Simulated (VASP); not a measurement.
**I: relaxation of cell and atoms with PBEsol**

I:

```
I
1.0
     0.00000    2.51516    2.51516
     2.51516    0.00000    2.51516
     2.51516    2.51516    0.00000
I
1
Direct
  0.00000 0.00000 0.00000
```

```
Program                : VASP 6.6.1
Task                   : relaxation of cell and atoms
Functional             : PBEsol
Potentials or basis    : VASP PAW PBE potentials, release 64 (I)
Cutoff                 : 600 eV
k mesh                 : 8 × 8 × 8
Occupations            : fermi-dirac, width 0.05 eV
Spin                   : no spin polarisation
Dipole correction      : no
Further INCAR settings : ALGO = Normal; EDIFF = 1e-06; IBRION = 2; EDIFFG = -0.03; NSW = 80; ISIF = 3
```

The pressure after relaxing is 0.0 GPa.

Final structure:
```yaml
crystal:
  lattice:
    - [0.00000, 2.51516, 2.51516]
    - [2.51516, 0.00000, 2.51516]
    - [2.51516, 2.51516, 0.00000]
  atoms:
    - { symbol: I, position: [0.00000, 0.00000, 0.00000] }
```

Levels at points of the mesh, in eV from the Fermi level:
| k point | band 1 | band 2 | band 3 | band 4 | band 5 | band 6 | band 7 |
| --- | --- | --- | --- | --- | --- | --- | --- |
| (0.00, 0.00, 0.00) | -14.10 | 1.21 | 1.21 | 1.21 | 7.58 | 9.58 | 9.58 |
| (0.50, 0.00, 0.00) | -12.31 | -5.30 | 0.34 | 0.34 | 6.44 | 8.96 | 8.96 |
| (0.50, 0.50, 0.00) | -11.66 | -4.76 | -1.36 | -1.36 | 4.31 | 5.12 | 17.37 |

Wall time 5.8 s on 1 thread of Intel(R) Xeon(R) Platinum 8259CL CPU @ 2.50GHz (Skylake/Cascade Lake) (shared host), peak memory 0.15 GiB.

Caveat: the relaxation stopped at its first step, so nothing moved; the PAW data sets were made with another functional, which shifts forces and pressure a little; spin-orbit coupling is left out, which moves the levels of the heavy elements; an odd number of electrons without spin polarisation forces a metal; a magnetic or distorted state may lie lower.
